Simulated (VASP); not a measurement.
# Sr4Ti3FeO12 (P4/mmm) in VASP: single point with PBEsol+U

Aim: the single point of Sr4Ti3FeO12 with PBEsol+U.

All numbers are computed with VASP 6.6.1; they aren't measurements. Logs are shortened: lines on timing, memory, paths and dates and some standing lists are left out, and cuts for length are marked.

## Step 1: The cell of the first run

It takes space group P4/mmm (No. 123, tetragonal). Conventional cell: a = 5.520 Å, b = 5.520 Å, c = 7.807 Å, α = 90.00°, β = 90.00°, γ = 90.00°. Within 3.6 Å of Sr (site symmetry 2mm) lie 12 O at 2.75 to 2.77 Å and 2 Fe at 3.37 Å and 6 Ti at 3.37 to 3.39 Å. Fe (site symmetry 4/mmm) has 6 O at 1.95 to 1.96 Å within 2.6 Å. Ti (site symmetry 4/mmm) has 6 O at 1.95 Å within 2.6 Å. Ti (site symmetry 4/mmm) has 6 O at 1.95 Å within 2.6 Å. Within 2.6 Å of Ti (site symmetry 4/mmm) lie 6 O at 1.95 Å. Within 2.6 Å of O (site symmetry 4mm) lie 1 Ti at 1.95 Å and 1 Fe at 1.96 Å. O (site symmetry 4mm) has 2 Ti at 1.95 Å within 2.6 Å. O (site symmetry m2m) has 1 Ti at 1.95 Å and 1 Fe at 1.95 Å within 2.6 Å.

## Step 2: Single point, PBEsol+U, collinear spin, ferromagnetic start

INCAR reads:

```
PREC = Accurate
ENCUT = 520
EDIFF = 1E-6
ISMEAR = 0
SIGMA = 0.05
LREAL = Auto
LASPH = T
NELM = 150
ALGO = Normal
ISIF = 2
LWAVE = F
LCHARG = T
ISPIN = 2
MAGMOM = 0 0 0 0 4 0 0 0 0 0 0 0 0 0 0 0 0 0 0 0
LORBIT = 11
LMAXMIX = 4
LDAU = T
LDAUTYPE = 2
LDAUL = -1 2 -1 -1
LDAUU = 0 4 0 0
LDAUJ = 0 0 0 0
LDAUPRINT = 1
GGA = PS
LELF = T
LVHAR = T
NBANDS = 98
```

KPOINTS reads:

```
regular mesh
0
Gamma
  3 3 2
```

POSCAR reads:

```
Sr4Ti3FeO12
1.0
    3.9033639000      3.9033639000      0.0000000000
   -3.9033639000      3.9033639000      0.0000000000
    0.0000000000      0.0000000000      7.8067278000
Sr Fe Ti O
4 1 3 12
Direct
    0.5000000000      0.0000000000      0.2481632609
    0.5000000000      0.0000000000      0.7518367391
    0.0000000000      0.5000000000      0.2481632609
    0.0000000000      0.5000000000      0.7518367391
    0.0000000000      1.0000000000      1.0000000000
    0.0000000000      1.0000000000      0.5000000000
    0.5000000000      0.5000000000      1.0000000000
    0.5000000000      0.5000000000      0.5000000000
    0.0000000000      1.0000000000      0.2505346730
    0.0000000000      1.0000000000      0.7494653270
    0.5000000000      0.5000000000      0.2498405822
    0.5000000000      0.5000000000      0.7501594178
    0.2502656258      0.7497343742      1.0000000000
    0.2502331082      0.7497668918      0.5000000000
    0.7497343742      0.2502656258      1.0000000000
    0.7497668918      0.2502331082      0.5000000000
    0.2502656258      0.2502656258      1.0000000000
    0.2502331082      0.2502331082      0.5000000000
    0.7497343742      0.7497343742      1.0000000000
    0.7497668918      0.7497668918      0.5000000000
```

Potentials or basis: VASP PAW PBE potentials, release 64 (Sr_sv, Fe, Ti_sv, O).

Started as:

```
$ cat potpaw_PBE.64/Sr_sv/POTCAR potpaw_PBE.64/Fe/POTCAR potpaw_PBE.64/Ti_sv/POTCAR potpaw_PBE.64/O/POTCAR > POTCAR
$ mpirun -np 1 vasp_std > vasp.out
```

OUTCAR:

```text
PREC = Accurate
   ENCUT = 520
   EDIFF = 1E-6
   ISMEAR = 0
   LREAL = Auto
   LASPH = T
   NELM = 150
   ISIF = 2
   ISPIN = 2
   LORBIT = 11
   GGA = PS

 ion  position               nearest neighbor table
   1  0.500  0.000  0.248-  13 2.75  15 2.75  17 2.75  19 2.75  11 2.76  11 2.76   9 2.76   9 2.76
                            16 2.77  20 2.77  14 2.77  18 2.77   7 3.37   5 3.37   5 3.37   7 3.37
   2  0.500  0.000  0.752-  13 2.75  15 2.75  17 2.75  19 2.75  12 2.76  12 2.76  10 2.76  10 2.76
                            16 2.77  20 2.77  14 2.77  18 2.77   7 3.37   5 3.37   5 3.37   7 3.37
   3  0.000  0.500  0.248-  13 2.75  15 2.75  17 2.75  19 2.75  11 2.76  11 2.76   9 2.76   9 2.76
                            16 2.77  20 2.77  14 2.77  18 2.77   5 3.37   5 3.37   7 3.37   7 3.37
   4  0.000  0.500  0.752-  13 2.75  15 2.75  17 2.75  19 2.75  12 2.76  12 2.76  10 2.76  10 2.76
                            16 2.77  20 2.77  14 2.77  18 2.77   5 3.37   5 3.37   7 3.37   7 3.37
   5  0.000  0.000  0.000-  13 1.95  15 1.95  17 1.95  19 1.95   9 1.96  10 1.96   3 3.37   4 3.37
                             1 3.37   2 3.37   3 3.37   4 3.37   1 3.37   2 3.37
   6  0.000  0.000  0.500-   9 1.95  10 1.95  14 1.95  16 1.95  18 1.95  20 1.95   3 3.39   4 3.39
                             1 3.39   2 3.39   3 3.39   4 3.39   1 3.39   2 3.39
   7  0.500  0.500  0.000-  13 1.95  15 1.95  17 1.95  19 1.95  11 1.95  12 1.95   3 3.37   4 3.37
                             1 3.37   2 3.37   1 3.37   2 3.37   3 3.37   4 3.37
   8  0.500  0.500  0.500-  14 1.95  16 1.95  18 1.95  20 1.95  11 1.95  12 1.95   3 3.39   4 3.39
                             1 3.39   2 3.39   1 3.39   2 3.39   3 3.39   4 3.39
   9  0.000  0.000  0.251-   6 1.95   5 1.96   1 2.76   3 2.76   3 2.76   1 2.76
  10  0.000  0.000  0.749-   6 1.95   5 1.96   2 2.76   4 2.76   4 2.76   2 2.76
  11  0.500  0.500  0.250-   7 1.95   8 1.95   1 2.76   3 2.76   1 2.76   3 2.76
  12  0.500  0.500  0.750-   7 1.95   8 1.95   2 2.76   4 2.76   2 2.76   4 2.76
  13  0.250  0.750  0.000-   7 1.95   5 1.95   3 2.75   4 2.75   1 2.75   2 2.75
  14  0.250  0.750  0.500-   8 1.95   6 1.95   3 2.77   4 2.77   1 2.77   2 2.77
  15  0.750  0.250  0.000-   7 1.95   5 1.95   3 2.75   4 2.75   1 2.75   2 2.75
  16  0.750  0.250  0.500-   8 1.95   6 1.95   3 2.77   4 2.77   1 2.77   2 2.77
  17  0.250  0.250  0.000-   7 1.95   5 1.95   3 2.75   4 2.75   1 2.75   2 2.75
  18  0.250  0.250  0.500-   8 1.95   6 1.95   3 2.77   4 2.77   1 2.77   2 2.77
  19  0.750  0.750  0.000-   7 1.95   5 1.95   3 2.75   4 2.75   1 2.75   2 2.75
  20  0.750  0.750  0.500-   8 1.95   6 1.95   3 2.77   4 2.77   1 2.77   2 2.77

  LATTYP: Found a simple tetragonal cell.
 ALAT       =     5.5201901663
 C/A-ratio  =     1.4142135624

  Lattice vectors:

 A1 = (   3.9033639000,   3.9033639000,   0.0000000000)
 A2 = (  -3.9033639000,   3.9033639000,   0.0000000000)
 A3 = (   0.0000000000,   0.0000000000,   7.8067278000)

Analysis of symmetry for initial positions (statically):
=====================================================================
 Subroutine PRICEL returns:
 Original cell was already a primitive cell.

 Routine SETGRP: Setting up the symmetry group for a
 simple tetragonal supercell.

 Subroutine GETGRP returns: Found 16 space group operations
 (whereof 16 operations were pure point group operations)
 out of a pool of 16 trial point group operations.

The static configuration has the point symmetry D_4h.

Analysis of symmetry for dynamics (positions and initial velocities):
=====================================================================
 Subroutine PRICEL returns:
 Original cell was already a primitive cell.

 Routine SETGRP: Setting up the symmetry group for a
 simple tetragonal supercell.

 Subroutine GETGRP returns: Found 16 space group operations
 (whereof 16 operations were pure point group operations)
 out of a pool of 16 trial point group operations.

The dynamic configuration has the point symmetry D_4h.

Analysis of structural, dynamic, and magnetic symmetry:
=====================================================================
 Subroutine PRICEL returns:
 Original cell was already a primitive cell.

 Routine SETGRP: Setting up the symmetry group for a
 simple tetragonal supercell.

 Subroutine GETGRP returns: Found 16 space group operations
 (whereof 16 operations were pure point group operations)
 out of a pool of 16 trial point group operations.

The overall configuration has the point symmetry D_4h.

 Subroutine INISYM returns: Found 16 space group operations
 (whereof 16 operations are pure point group operations),
 and found     1 'primitive' translations

[... 131 lines left out ...]
     AMIX_MAG =   1.60;   BMIX_MAG =  1.00
  volume/ion in A,a.u.               =      11.89        80.27
  Fermi-wavevector in a.u.,A,eV,Ry     =   1.422298  2.687754 27.523663  2.022932
  Thomas-Fermi vector in A             =   2.543017
   LORBIT       =     11    0 simple, 1 ext, 2 COOP (PROOUT), +10 PAW based schemes
 LDA+U is selected, type is set to LDAUTYPE =  2
   angular momentum for each species LDAUL =    -1    2   -1   -1
   U (eV)           for each species LDAUU =   0.0  4.0  0.0  0.0
   J (eV)           for each species LDAUJ =   0.0  0.0  0.0  0.0
   GGA     = PS    functional components
   LHFCALC =     F    Hartree Fock is set to
   AEXX    =    0.0000 exact exchange contribution
   IVDW    =     0    specifies the selected vdW correction
   LEPSILON=     F    determine dielectric tensor
   LRPA    =     F    only Hartree local field effects (RPA)
 spin polarized calculation
 Gauss-broadening in eV      SIGMA  =   0.05
  energy-cutoff  :      520.00
  volume of cell :      237.89
 maximum number of plane-waves:      6416
 NGX is ok and might be reduce to    42
   NGX = 21   NGY = 21   NGZ = 29

atom =   5  type =  2  l = 2

 onsite density matrix

spin component  1

  0.9843 -0.0000 -0.0000 -0.0000  0.0000
 -0.0000  0.9835 -0.0000 -0.0000 -0.0000
 -0.0000 -0.0000  0.9601 -0.0000 -0.0000
 -0.0000 -0.0000 -0.0000  0.9835  0.0000
  0.0000 -0.0000 -0.0000  0.0000  0.9553

spin component  2

  0.1230  0.0000 -0.0000  0.0000  0.0000
  0.0000  0.1265  0.0000 -0.0000  0.0000
 -0.0000  0.0000  0.3282 -0.0000  0.0000
  0.0000 -0.0000 -0.0000  0.1265 -0.0000
  0.0000  0.0000  0.0000 -0.0000  0.3315

 occupancies and eigenvectors

  o =  0.1230  v =  0.0000  0.0000  0.0000  0.0000  0.0000  1.0000  0.0000  0.0000  0.0000  0.0000      0.0000  0.0000  0.0000  0.0000  0.0000  0.0000  0.0000  0.0000  0.0000  0.0000
  o =  0.1265  v =  0.0000  0.0000  0.0000  0.0000  0.0000  0.0000  0.0208 -0.0000  0.9998 -0.0000      0.0000  0.0000  0.0000  0.0000  0.0000  0.0000  0.0000  0.0000  0.0000  0.0000
  o =  0.1265  v =  0.0000  0.0000  0.0000  0.0000  0.0000  0.0000 -0.9998  0.0000  0.0208  0.0000      0.0000  0.0000  0.0000  0.0000  0.0000  0.0000  0.0000  0.0000  0.0000  0.0000
  o =  0.3282  v =  0.0000  0.0000  0.0000  0.0000  0.0000  0.0000  0.0000  1.0000  0.0000 -0.0000      0.0000  0.0000  0.0000  0.0000  0.0000  0.0000  0.0000  0.0000  0.0000  0.0000
  o =  0.3315  v =  0.0000  0.0000  0.0000  0.0000  0.0000  0.0000  0.0000  0.0000  0.0000  1.0000      0.0000  0.0000  0.0000  0.0000  0.0000  0.0000  0.0000  0.0000  0.0000  0.0000
  o =  0.9553  v =  0.0000  0.0000  0.0000 -0.0000  1.0000  0.0000  0.0000  0.0000  0.0000  0.0000      0.0000  0.0000  0.0000  0.0000  0.0000  0.0000  0.0000  0.0000  0.0000  0.0000
  o =  0.9601  v =  0.0000  0.0000 -1.0000  0.0000  0.0000  0.0000  0.0000  0.0000  0.0000  0.0000      0.0000  0.0000  0.0000  0.0000  0.0000  0.0000  0.0000  0.0000  0.0000  0.0000
  o =  0.9835  v =  0.0000  0.9969  0.0000 -0.0785 -0.0000  0.0000  0.0000  0.0000  0.0000  0.0000      0.0000  0.0000  0.0000  0.0000  0.0000  0.0000  0.0000  0.0000  0.0000  0.0000
  o =  0.9835  v =  0.0000  0.0785  0.0000  0.9969  0.0000  0.0000  0.0000  0.0000  0.0000  0.0000      0.0000  0.0000  0.0000  0.0000  0.0000  0.0000  0.0000  0.0000  0.0000  0.0000
  o =  0.9843  v =  1.0000  0.0000  0.0000  0.0000  0.0000  0.0000  0.0000  0.0000  0.0000  0.0000      0.0000  0.0000  0.0000  0.0000  0.0000  0.0000  0.0000  0.0000  0.0000  0.0000

 number of electron     155.9999982 magnetization       4.1270410

 Free energy of the ion-electron system (eV)
  ---------------------------------------------------
  ext. energy  EPLUGINS =         0.00000000
  ---------------------------------------------------
  free energy    TOTEN  =      -159.93001871 eV

  energy without entropy =     -159.92540675  energy(sigma->0) =     -159.92771273

 E-fermi :   3.7443     XC(G=0): -11.5150

 val. band max:        3.7330525215   @ k =   0.0000   0.0000   0.0000
 cond. band min:       3.7460106885   @ k =   0.0000   0.0000   0.5000
 fundamental gap:      0.0129581670
 Fermi energy:         3.7443075285

 spin component 1

 k-point     1 :       0.0000    0.0000    0.0000
  band No.  band energies     occupation
      1     -52.5462      1.00000
      2     -52.4840      1.00000
      3     -52.4678      1.00000
      4     -29.0019      1.00000
      5     -28.9655      1.00000
      6     -28.9655      1.00000
[... 547 lines left out ...]
     89       7.5994      0.00000
     90       7.6646      0.00000
 Fermi energy:         3.7443075285

 spin component 2

 k-point     1 :       0.0000    0.0000    0.0000
  band No.  band energies     occupation
      1     -52.4920      1.00000
      2     -52.4621      1.00000
      3     -52.4488      1.00000
      4     -28.9788      1.00000
      5     -28.9087      1.00000
      6     -28.9087      1.00000
[... 547 lines left out ...]
     89       7.6124      0.00000
     90       7.6800      0.00000
 [bands above 90 left out]

------------------------ aborting loop because EDIFF is reached ----------------------------------------

  FORCE on cell =-STRESS in cart. coord.  units (eV):
  Direction    XX          YY          ZZ          XY          YZ          ZX
  --------------------------------------------------------------------------------------
  -------------------------------------------------------------------------------------
  Total       -3.7217745     -3.7217745     -3.5751913      0.0000000     -0.0000000      0.0000000
  in kB      -25.0659127    -25.0659127    -24.0786845      0.0000000     -0.0000000      0.0000000
  external PRESSURE =     -24.7368366 kB  Pullay stress =       0.0000000 kB

 VOLUME and BASIS-vectors are now :
 -----------------------------------------------------------------------------
  energy-cutoff  :      520.00
  volume of cell :      237.89
      direct lattice vectors                 reciprocal lattice vectors
     3.903363900  3.903363900  0.000000000     0.128094642  0.128094642  0.000000000
    -3.903363900  3.903363900  0.000000000    -0.128094642  0.128094642  0.000000000
     0.000000000  0.000000000  7.806727800     0.000000000  0.000000000  0.128094642

 POSITION                                       TOTAL-FORCE (eV/Angst)
 -----------------------------------------------------------------------------------
      1.95168      1.95168      1.93734         0.000000     -0.000000     -0.024089
      1.95168      1.95168      5.86938         0.000000     -0.000000      0.024089
     -1.95168      1.95168      1.93734         0.000000     -0.000000     -0.024089
     -1.95168      1.95168      5.86938         0.000000     -0.000000      0.024089
      0.00000      0.00000      0.00000         0.000000     -0.000000      0.000000
      0.00000      0.00000      3.90336         0.000000     -0.000000      0.000000
[... 12 lines left out ...]
      0.00000      5.85297      0.00000         0.000000      0.087275      0.000000
      0.00000      5.85323      3.90336         0.000000     -0.007180      0.000000
 -----------------------------------------------------------------------------------
    total drift:                                0.000000      0.000000      0.000000

  FREE ENERGIE OF THE ION-ELECTRON SYSTEM (eV)
  ---------------------------------------------------
  free  energy   TOTEN  =      -159.9300187085 eV

  energy  without entropy=     -159.9254067524  energy(sigma->0) =     -159.92771273

 total charge

# of ion       s       p       d       tot
------------------------------------------
    1        1.997   5.760   0.204   7.961
    2        1.997   5.760   0.204   7.961
    3        1.997   5.760   0.204   7.961
    4        1.997   5.760   0.204   7.961
    5        0.422   0.673   5.872   6.967
    6        2.234   6.317   1.786  10.338
[... 12 lines left out ...]
   19        1.561   3.436   0.000   4.997
   20        1.560   3.468   0.000   5.028
--------------------------------------------------
tot         33.837  84.097  12.048 129.983

 magnetization (x)

# of ion       s       p       d       tot
------------------------------------------
    1        0.000   0.000   0.001   0.002
    2        0.000   0.000   0.001   0.002
    3        0.000   0.000   0.001   0.002
    4        0.000   0.000   0.001   0.002
    5        0.016   0.022   3.827   3.865
    6        0.004  -0.003   0.038   0.039
[... 12 lines left out ...]
   19        0.005   0.008   0.000   0.013
   20        0.000  -0.001   0.000  -0.001
--------------------------------------------------
tot          0.060   0.064   3.934   4.058
```

Run time: 13 min. Hardware: 1 thread of Intel Xeon Platinum 8375C at 2.90GHz (Ice Lake), shared host; peak memory 0.5 GiB.

What came out:

```
Free energy                                           : -159.9300 eV
Pressure                                              : -2.5 GPa
Largest force                                         : 0.087 eV/Å
Net moment                                            : 4.13 μB per cell
Site moments                                          : Sr +0.00; Fe +3.87; Ti +0.04, +0.06, +0.01; O +0.02, -0.00, +0.01 (each value once) μB
Valence electrons inside the program's atomic spheres : Sr 7.96; Fe 6.97; Ti 10.34, 10.35 (each value once); O 5.00, 5.03 (each value once)
```

Forces in eV/Å, atoms in the order of the input:
```
Sr   0.000  0.000 -0.024
Sr   0.000  0.000  0.024
Sr   0.000  0.000 -0.024
Sr   0.000  0.000  0.024
Fe   0.000  0.000  0.000
Ti   0.000  0.000  0.000
Ti   0.000  0.000  0.000
Ti   0.000  0.000  0.000
O    0.000  0.000 -0.054
O    0.000  0.000  0.054
O    0.000  0.000  0.023
O    0.000  0.000 -0.023
O   -0.087  0.000  0.000
O    0.007  0.000  0.000
O    0.087  0.000  0.000
O   -0.007  0.000  0.000
O    0.000 -0.087  0.000
O    0.000  0.007  0.000
O    0.000  0.087  0.000
O    0.000 -0.007  0.000
```

Eigenvalues of the final occupation matrices:
| site | spin | trace | eigenvalues |
| --- | --- | --- | --- |
| site 5 d | 1 | 4.87 | 0.96 0.96 0.98 0.98 0.98 |
| site 5 d | 2 | 1.04 | 0.12 0.13 0.13 0.33 0.33 |

Caveat: the k points lie up to 0.40 Å⁻¹ apart; the PAW data sets were made with another functional, which shifts forces and pressure a little; a cell with one magnetic atom can't hold antiferromagnetic order, which such compounds often take. The state reached can hang on the start; a lower one may exist.
